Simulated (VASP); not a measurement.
A run of VASP 6.6.1 is set up as follows.

File INCAR:

```
SYSTEM = Bi
ALGO = Normal ; DIPOL = 0.5 0.5 0.500
EDIFF = 1E-6 ; ENCUT = 520
GGA = PE ; IDIPOL = 3
ISIF = 2 ; ISMEAR = 0
LASPH = .TRUE. ; LCHARG = .TRUE.
LDIPOL = .TRUE. ; LELF = .TRUE.
LREAL = .FALSE. ; LVACPOTAV = .TRUE.
LVHAR = .TRUE. ; LWAVE = .FALSE.
NBANDS = 22 ; NELM = 60
PREC = Accurate ; SIGMA = 0.02
```

Contents of KPOINTS:

```
k-points
0
G
  9 9 1
  0 0 0
```

The input POSCAR:

```
Bi
1.0
    4.1400000000      0.0000000000      0.0000000000
   -2.0700000000      3.5853451717      0.0000000000
    0.0000000000      0.0000000000     28.0000000000
Bi
2
Direct
    0.3333333333      0.6666666667      0.5396071429
    0.6666666667      0.3333333333      0.4603928571
```

Potentials or basis: VASP PAW PBE potentials, release 64 (Bi_d).

Run with:

```bash
$ cat potpaw_PBE.64/Bi_d/POTCAR > POTCAR
$ mpirun -np 1 vasp_std > vasp.out
```

What does it give for the largest force?

1.798 eV/Å.

What does it give for the band gap on the k mesh?

Zero (band 15 reaches -1.14 eV, above the bottom of band 16 at -1.98 eV).

Forces on the atoms (eV/Å):
```
Bi   0.000  0.000 -1.798
Bi   0.000  0.000  1.798
```

Caveat: spin-orbit coupling is left out, which moves the levels of the heavy elements.
